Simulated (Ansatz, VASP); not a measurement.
**WCl2F2 in VASP and in Ansatz**

```
W Cl F
1.0
    -1.52220    1.52220    7.65481
     1.52220   -1.52220    7.65481
     1.52220    1.52220   -7.65481
W Cl F
1 2 2
Direct
  0.00000 0.00000 0.00000
  0.40285 0.40285 0.00000
  0.59715 0.59715 0.00000
  0.75000 0.25000 0.50000
  0.25000 0.75000 0.50000
```

Change from the starting cell: species swapped into the DySi2Ru2 type (I4/mmm, No. 139).

Alike in both runs: functional PBE; k mesh 6 × 6 × 6; occupations gaussian, width 0.1 eV; collinear spin.

Ansatz relaxed the structure, and its values are those at the end. VASP's run is a single point on that final structure, the one shown.

|  | VASP | Ansatz |
| --- | --- | --- |
| version | VASP 6.6.1 | Ansatz 0.2.0 |
| potentials or method | VASP PAW PBE potentials, release 64 (W_sv, Cl, F), cutoff 520 eV | scalar-relativistic, plane waves, PAW |
| valence electrons in the cell | 42 | 42 |

```csv
,VASP,Ansatz,Ansatz less VASP
gap on the k mesh at the Fermi level (eV),none,none,-
pressure (GPa),-0.2,0.0,+0.15
rms of the force components (eV/Å),0.001,0.007,+0.0056
net moment per atom (μB),0.26,0.26,0.000
size of the moment on the site where the two differ most (μB),0.63,0.67,+0.036
```

Site moments also hang on the region over which each program counts them. A gap of «none» marks a metal or a gap that the smearing closes. Ansatz's warnings: cell relax basis refresh, no starting moments.

The k mesh is coarse, so the values compare programs but aren't converged. Spin-orbit coupling is off throughout.
